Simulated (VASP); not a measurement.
# Mn (Fd-3m) in VASP: further runs

Mn is run at these levels: PBE; tasks: single point.

Program: VASP 6.6.1. These are calculated values, not measurements. Logs are shortened: lines on timing, memory, paths and dates and some standing lists are left out, and cuts for length are marked.

### 1 The cell of the first run

Symmetry: Fd-3m, No. 227, cubic system. Conventional cell: a = 4.433 Å, b = 4.433 Å, c = 4.433 Å, α = 90.00°, β = 90.00°, γ = 90.00°. Within 2.5 Å of Mn (site symmetry -43m) lie 4 Mn at 1.92 Å.

This isn't the form of Mn at room conditions, which is a 58-atom cubic cell.

### 2 Single point, PBE, collinear spin, ferromagnetic start

INCAR reads:

```
PREC = Accurate
ENCUT = 520
EDIFF = 1E-6
ISMEAR = -1
SIGMA = 0.08
LREAL = F
LASPH = T
NELM = 150
ALGO = Normal
ISIF = 2
LWAVE = F
LCHARG = F
ISPIN = 2
MAGMOM = 3 3
LORBIT = 11
LMAXMIX = 4
GGA = PE
NBANDS = 24
```

KPOINTS reads:

```
regular mesh
0
Gamma
  15 15 15
```

POSCAR reads:

```
Mn
1.0
    0.0000000000      2.2165777219      2.2165777219
    2.2165777219      0.0000000000      2.2165777219
    2.2165777219      2.2165777219      0.0000000000
Mn
2
Direct
   -0.1250000000     -0.1250000000     -0.1250000000
    0.1250000000      0.1250000000      0.1250000000
```

Potentials or basis: VASP PAW PBE potentials, release 64 (Mn_pv).

On the command line:

```console
> cat potpaw_PBE.64/Mn_pv/POTCAR > POTCAR
> mpirun -np 1 vasp_std > vasp.out
```

OUTCAR:

```text
PREC = Accurate
   ENCUT = 520
   EDIFF = 1E-6
   ISMEAR = -1
   LREAL = F
   LASPH = T
   NELM = 150
   ISIF = 2
   ISPIN = 2
   LORBIT = 11
   GGA = PE

 ion  position               nearest neighbor table
   1  0.875  0.875  0.875-   2 1.92   2 1.92   2 1.92   2 1.92
   2  0.125  0.125  0.125-   1 1.92   1 1.92   1 1.92   1 1.92

  LATTYP: Found a face centered cubic cell.
 ALAT       =     4.4331554438

  Lattice vectors:

 A1 = (   0.0000000000,   2.2165777219,   2.2165777219)
 A2 = (   2.2165777219,   0.0000000000,   2.2165777219)
 A3 = (   2.2165777219,   2.2165777219,   0.0000000000)

Analysis of symmetry for initial positions (statically):
=====================================================================
 Subroutine PRICEL returns:
 Original cell was already a primitive cell.

 Routine SETGRP: Setting up the symmetry group for a
 face centered cubic supercell.

 Subroutine GETGRP returns: Found 48 space group operations
 (whereof 12 operations were pure point group operations)
 out of a pool of 48 trial point group operations.

The static configuration has the point symmetry D_3d.
 The point group associated with its full space group is O_h .

Analysis of symmetry for dynamics (positions and initial velocities):
=====================================================================
 Subroutine PRICEL returns:
 Original cell was already a primitive cell.

 Routine SETGRP: Setting up the symmetry group for a
 face centered cubic supercell.

 Subroutine GETGRP returns: Found 48 space group operations
 (whereof 12 operations were pure point group operations)
 out of a pool of 48 trial point group operations.

The dynamic configuration has the point symmetry D_3d.
 The point group associated with its full space group is O_h .

Analysis of structural, dynamic, and magnetic symmetry:
=====================================================================
 Subroutine PRICEL returns:
 Original cell was already a primitive cell.

 Routine SETGRP: Setting up the symmetry group for a
 face centered cubic supercell.

 Subroutine GETGRP returns: Found 48 space group operations
 (whereof 12 operations were pure point group operations)
 out of a pool of 48 trial point group operations.

The overall configuration has the point symmetry D_3d.
 The point group associated with its full space group is O_h .

 Subroutine INISYM returns: Found 48 space group operations
 (whereof 12 operations are pure point group operations),
 and found     1 'primitive' translations

----------------------------------------------------------------------------------------

                                     Primitive cell

  volume of cell :      21.7811

  direct lattice vectors                    reciprocal lattice vectors
     0.000000000  2.216577722  2.216577722    -0.225572961  0.225572961  0.225572961
     2.216577722  0.000000000  2.216577722     0.225572961 -0.225572961  0.225572961
     2.216577722  2.216577722  0.000000000     0.225572961  0.225572961 -0.225572961

  length of vectors
     3.134714276  3.134714276  3.134714276     0.390703829  0.390703829  0.390703829

  position of ions in fractional coordinates (direct lattice)
     0.875000000  0.875000000  0.875000000
     0.125000000  0.125000000  0.125000000

  ion indices of the primitive-cell ions
   primitive index   ion index
                 1           1
                 2           2

----------------------------------------------------------------------------------------

 KPOINTS: regular mesh

Automatic generation of k-mesh.
 Grid dimensions read from file:
 generate k-points for:   15   15   15

 Generating k-lattice:

  Cartesian coordinates                     Fractional coordinates (reciprocal lattice)
    -0.015038197  0.015038197  0.015038197     0.066666667  0.000000000  0.000000000
     0.015038197 -0.015038197  0.015038197     0.000000000  0.066666667  0.000000000
     0.015038197  0.015038197 -0.015038197     0.000000000  0.000000000  0.066666667

  Length of vectors
     0.026046922  0.026046922  0.026046922

  Shift w.r.t. Gamma in fractional coordinates (k-lattice)
     0.000000000  0.000000000  0.000000000

 Subroutine IBZKPT returns following result:
 ===========================================

 Found    120 irreducible k-points:

 Following reciprocal coordinates:
            Coordinates               Weight
  0.000000  0.000000  0.000000      1.000000
  0.066667  0.000000  0.000000      8.000000
  0.133333  0.000000  0.000000      8.000000
  0.200000  0.000000  0.000000      8.000000
  0.266667  0.000000  0.000000      8.000000
  0.333333  0.000000  0.000000      8.000000
[... 16 lines left out ...]
  0.133333  0.133333  0.000000      6.000000
  0.200000  0.133333  0.000000     24.000000
 [... further k-points ...]
   k-points           NKPTS =    120   k-points in BZ     NKDIM =    120   number of bands    NBANDS=     24
   number of dos      NEDOS =    301   number of ions     NIONS =      2
   total plane-waves  NPLWV =  13824
   dimension x,y,z NGX =    24 NGY =   24 NGZ =   24
   dimension x,y,z NGXF=    48 NGYF=   48 NGZF=   48
   ions per type =               2
   NGX,Y,Z   is equivalent  to a cutoff of  12.73, 12.73, 12.73 a.u.
   NGXF,Y,Z  is equivalent  to a cutoff of  25.46, 25.46, 25.46 a.u.
 SYSTEM =  unknown system
   PREC   = accura    normal or accurate (medium, high low for compatibility)
   ISTART =      0    job   : 0-new  1-cont  2-samecut
   ICHARG =      2    charge: 1-file 2-atom 10-const
   ISPIN  =      2    spin polarized calculation?
   LNONCOLLINEAR =      F non collinear calculations
   LSORBIT =      F    spin-orbit coupling
   LASPH  =      T    aspherical Exc in radial PAW
   ENCUT  =  520.0 eV  38.22 Ry    6.18 a.u.   5.83  5.83  5.83*2*pi/ulx,y,z
   NELM   =    150;   NELMIN=  2; NELMDL= -5     # of ELM steps
   EDIFF  = 0.1E-05   stopping-criterion for ELM
   LREAL  =      F    real-space projection
   EDIFFG = 0.1E-04   stopping-criterion for IOM
   NSW    =      0    number of steps for IOM
   IBRION =     -1    ionic relax: 0-MD 1-quasi-New 2-CG
   NFREE  =      0    steps in history (QN), initial steepest desc. (CG)
   ISIF   =      2    stress and relaxation
   ISYM   =      2    0-nonsym 1-usesym 2-fastsym
   POTIM  = 0.5000    time-step for ionic-motion
   TEBEG  =    0.0;   TEEND  =   0.0 temperature during run
   PSTRESS=    0.0 pullay stress
   NELECT =      26.0000    total number of electrons
   NUPDOWN=      -1.0000    fix difference up-down
   EMIN   =  10.00;   EMAX   =-10.00  energy-range for DOS
   EFERMI =   0.00;   METHOD = LEGACY
   ISMEAR =    -1;   SIGMA  =   0.08  broadening in eV -4-tet -1-fermi 0-gaus
   EFERMI_NEDOS =   21; number of points for ismear=-14 and -15
   IALGO  =     38    algorithm
   IMIX   =      4    mixing-type and parameters
     AMIX     =   0.40;   BMIX     =  1.00
     AMIX_MAG =   1.60;   BMIX_MAG =  1.00
  volume/ion in A,a.u.               =      10.89        73.49
  Fermi-wavevector in a.u.,A,eV,Ry     =   1.736626  3.281747 41.033404  3.015870
  Thomas-Fermi vector in A             =   2.810005
   LORBIT       =     11    0 simple, 1 ext, 2 COOP (PROOUT), +10 PAW based schemes
   GGA     = PE    functional components
   LHFCALC =     F    Hartree Fock is set to
   AEXX    =    0.0000 exact exchange contribution
   IVDW    =     0    specifies the selected vdW correction
   LEPSILON=     F    determine dielectric tensor
   LRPA    =     F    only Hartree local field effects (RPA)
 spin polarized calculation
  energy-cutoff  :      520.00
  volume of cell :       21.78
 maximum number of plane-waves:       600
   NGX = 11   NGY = 11   NGZ = 11

 number of electron      25.9999991 magnetization      -0.0001359

 number of electron      25.9999991 magnetization       0.0000199

 Free energy of the ion-electron system (eV)
  ---------------------------------------------------
  ext. energy  EPLUGINS =         0.00000000
  ---------------------------------------------------
  free energy    TOTEN  =       -13.13143983 eV

  energy without entropy =      -13.08778260  energy(sigma->0) =      -13.10961122

 E-fermi :  10.2779     XC(G=0): -13.5346

 val. band max:       10.2748120746   @ k =  -0.4000   0.4000   0.0667
 cond. band min:      10.2786115657   @ k =  -0.4000   0.4667   0.1333
 fundamental gap:      0.0037994910
 Fermi energy:        10.2779353897

 spin component 1

 k-point     1 :       0.0000    0.0000    0.0000
  band No.  band energies     occupation
      1     -38.3025      1.00000
      2     -38.3025      1.00000
      3     -38.3025      1.00000
      4     -36.6620      1.00000
      5     -36.6620      1.00000
      6     -36.6620      1.00000
[... 16 lines left out ...]
     23      29.4083      0.00000
     24      29.4083      0.00000
[... 598 lines left out ...]
      2     -38.4338      1.00000
      3     -38.2050      1.00000
      4     -36.7742      1.00000
      5     -36.5258      1.00000
      6     -36.5256      1.00000
[... 16 lines left out ...]
     23      30.7153      0.00000
     24      31.3774      0.00000

 [... further k-points ...]

 spin component 2

 k-point     1 :       0.0000    0.0000    0.0000
  band No.  band energies     occupation
      1     -38.3024      1.00000
      2     -38.3024      1.00000
      3     -38.3024      1.00000
      4     -36.6620      1.00000
      5     -36.6620      1.00000
      6     -36.6620      1.00000
[... 16 lines left out ...]
     23      29.4083      0.00000
     24      29.4083      0.00000
[... 598 lines left out ...]
      2     -38.4338      1.00000
      3     -38.2050      1.00000
      4     -36.7741      1.00000
      5     -36.5258      1.00000
      6     -36.5256      1.00000
[... 16 lines left out ...]
     23      30.7153      0.00000
     24      31.3774      0.00000

 [... further k-points ...]
[... 5 lines left out ...]
  --------------------------------------------------------------------------------------
  -------------------------------------------------------------------------------------
  Total       14.1371603     14.1371603     14.1371603      0.0000000     -0.0000000     -0.0000000
  in kB     1039.9055062   1039.9055062   1039.9055062      0.0000000     -0.0000000     -0.0000000
  external PRESSURE =    1039.9055062 kB  Pullay stress =       0.0000000 kB

 VOLUME and BASIS-vectors are now :
 -----------------------------------------------------------------------------
  energy-cutoff  :      520.00
  volume of cell :       21.78
      direct lattice vectors                 reciprocal lattice vectors
     0.000000000  2.216577722  2.216577722    -0.225572961  0.225572961  0.225572961
     2.216577722  0.000000000  2.216577722     0.225572961 -0.225572961  0.225572961
     2.216577722  2.216577722  0.000000000     0.225572961  0.225572961 -0.225572961

 POSITION                                       TOTAL-FORCE (eV/Angst)
 -----------------------------------------------------------------------------------
      3.87901      3.87901      3.87901         0.000000      0.000000      0.000000
      0.55414      0.55414      0.55414        -0.000000     -0.000000     -0.000000
 -----------------------------------------------------------------------------------
    total drift:                                0.000000      0.000000      0.000000

  FREE ENERGIE OF THE ION-ELECTRON SYSTEM (eV)
  ---------------------------------------------------
  free  energy   TOTEN  =       -13.1314398329 eV

  energy  without entropy=      -13.0877826045  energy(sigma->0) =      -13.10961122

 total charge

# of ion       s       p       d       tot
------------------------------------------
    1        0.584   6.400   5.758  12.742
    2        0.584   6.400   5.758  12.742
--------------------------------------------------
tot          1.168  12.800  11.517  25.485

 magnetization (x)

# of ion       s       p       d       tot
------------------------------------------
    1       -0.000   0.000   0.000   0.000
    2       -0.000   0.000   0.000   0.000
--------------------------------------------------
tot         -0.000   0.000   0.000   0.000
```

It took 40 s on 1 thread of Intel Xeon 6975P-C (Granite Rapids), shared host; peak memory 0.2 GiB.

What came out:

| Quantity | Value |
| --- | --- |
| Free energy | -13.1314 eV |
| Pressure | 104.0 GPa |
| Band gap on the k mesh | zero (filled and empty bands overlap) |
| Net moment | 0.00 μB per cell |
| Valence electrons inside the program's atomic spheres | Mn 12.74 |

Caveat: atoms lie so close that the PAW spheres overlap strongly, which falsifies energies and pressures; the cell stands under pressure.

### 3 Single point, PBE, collinear spin, ferromagnetic start

INCAR reads:

```
ALGO = Normal ; EDIFF = 1E-7
ENCUT = 520 ; GGA = PE
ISIF = 2 ; ISMEAR = -1
ISPIN = 2 ; LASPH = T
LCHARG = F ; LMAXMIX = 4
LORBIT = 11 ; LREAL = F
LWAVE = F ; MAGMOM = 3 3
NBANDS = 24 ; NELM = 150
PREC = Accurate ; SIGMA = 0.08
```

KPOINTS reads:

```
k-points
0
Gamma
  15 15 15
```

POSCAR reads:

```
Mn
1.0
    0.0000000000      2.2162409918      2.2162409918
    2.2162409918      0.0000000000      2.2162409918
    2.2162409918      2.2162409918      0.0000000000
Mn
2
Direct
   -0.1250000000     -0.1250000000     -0.1250000000
    0.1250000000      0.1250000000      0.1250000000
```

Potentials or basis: VASP PAW PBE potentials, release 64 (Mn_pv).

On the command line:

```console
> cat potpaw_PBE.64/Mn_pv/POTCAR > POTCAR
> mpirun -np 1 vasp_std > vasp.out
```

OUTCAR:

```text
EDIFF = 1E-7
   ENCUT = 520
   GGA = PE
   ISIF = 2
   ISMEAR = -1
   ISPIN = 2
   LASPH = T
   LORBIT = 11
   LREAL = F
   NELM = 150
   PREC = Accurate

 ion  position               nearest neighbor table
   1  0.875  0.875  0.875-   2 1.92   2 1.92   2 1.92   2 1.92
   2  0.125  0.125  0.125-   1 1.92   1 1.92   1 1.92   1 1.92

  LATTYP: Found a face centered cubic cell.
 ALAT       =     4.4324819836

  Lattice vectors:

 A1 = (   0.0000000000,   2.2162409918,   2.2162409918)
 A2 = (   2.2162409918,   0.0000000000,   2.2162409918)
 A3 = (   2.2162409918,   2.2162409918,   0.0000000000)
[... 1513 lines left out ...]

 VOLUME and BASIS-vectors are now :
 -----------------------------------------------------------------------------
  energy-cutoff  :      520.00
  volume of cell :       21.77
      direct lattice vectors                 reciprocal lattice vectors
     0.000000000  2.216240992  2.216240992    -0.225607234  0.225607234  0.225607234
     2.216240992  0.000000000  2.216240992     0.225607234 -0.225607234  0.225607234
     2.216240992  2.216240992  0.000000000     0.225607234  0.225607234 -0.225607234

 POSITION                                       TOTAL-FORCE (eV/Angst)
 -----------------------------------------------------------------------------------
      3.87842      3.87842      3.87842         0.000000      0.000000      0.000000
      0.55406      0.55406      0.55406        -0.000000     -0.000000     -0.000000
 -----------------------------------------------------------------------------------
    total drift:                                0.000000      0.000000      0.000000

  FREE ENERGIE OF THE ION-ELECTRON SYSTEM (eV)
  ---------------------------------------------------
  free  energy   TOTEN  =       -13.1249805576 eV

  energy  without entropy=      -13.0813065955  energy(sigma->0) =      -13.10314358

 total charge

# of ion       s       p       d       tot
------------------------------------------
    1        0.584   6.400   5.759  12.743
    2        0.584   6.400   5.759  12.743
--------------------------------------------------
tot          1.168  12.800  11.518  25.487

 magnetization (x)

# of ion       s       p       d       tot
------------------------------------------
    1       -0.000   0.000   0.000   0.000
    2       -0.000   0.000   0.000   0.000
--------------------------------------------------
tot         -0.000   0.000   0.000   0.000
```

OSZICAR:

```text
N       E                     dE             d eps       ncg     rms          rms(c)
DAV:   1     0.262288391120E+03    0.26229E+03   -0.14812E+04 11696   0.155E+03
DAV:   2    -0.597064937901E+00   -0.26289E+03   -0.24948E+03 11728   0.405E+02
DAV:   3    -0.112378978416E+02   -0.10641E+02   -0.10597E+02 13184   0.938E+01
DAV:   4    -0.113285312174E+02   -0.90633E-01   -0.90627E-01 13008   0.841E+00
DAV:   5    -0.113299241167E+02   -0.13929E-02   -0.13929E-02 13168   0.106E+00    0.259E+01
DAV:   6    -0.129580896420E+02   -0.16282E+01   -0.20018E+00 12648   0.149E+01    0.745E+00
DAV:   7    -0.131058079404E+02   -0.14772E+00   -0.20225E-01 12304   0.381E+00    0.484E+00
DAV:   8    -0.131271282303E+02   -0.21320E-01   -0.12235E-02 13200   0.128E+00    0.215E+00
DAV:   9    -0.131236543434E+02    0.34739E-02   -0.49565E-03 12144   0.645E-01    0.406E-01
DAV:  10    -0.131249505631E+02   -0.12962E-02   -0.13098E-03 12848   0.425E-01    0.788E-02
DAV:  11    -0.131249879263E+02   -0.37363E-04   -0.48669E-05 12576   0.890E-02    0.249E-02
DAV:  12    -0.131249860359E+02    0.18904E-05   -0.31442E-06 13200   0.176E-02    0.137E-02
DAV:  13    -0.131249813537E+02    0.46823E-05   -0.57515E-07 13056   0.812E-03    0.395E-03
DAV:  14    -0.131249805323E+02    0.82136E-06   -0.13158E-07 10440   0.406E-03    0.608E-04
DAV:  15    -0.131249805576E+02   -0.25324E-07   -0.10213E-08  6112   0.105E-03
   1 F= -.13124981E+02 E0= -.13103144E+02  d E =-.436740E-01  mag=     0.0000
```

stdout:

```text
POSCAR found type information on POSCAR Mn
 POSCAR found :  1 types and       2 ions
 scaLAPACK will be used
 LDA part: xc-table for (Slater+PW92), standard interpolation
 POSCAR, INCAR and KPOINTS ok, starting setup
 FFT: planning ... GRIDC
 FFT: planning ... GRID_SOFT
 FFT: planning ... GRID
 WAVECAR not read
 entering main loop
```

It took 45 s on 1 thread of Intel Xeon 6975P-C (Granite Rapids), shared host; peak memory 0.2 GiB.

Results:

```yaml
Free_energy: -13.1250 eV
Pressure: 104.2 GPa
Band_gap_on_the_k_mesh: zero (filled and empty bands overlap)
Net_moment: 0.00 μB per cell
Valence_electrons_inside_the_program's_atomic_spheres: Mn 12.74
```

Caveat: atoms lie so close that the PAW spheres overlap strongly, which falsifies energies and pressures; the cell stands under pressure.
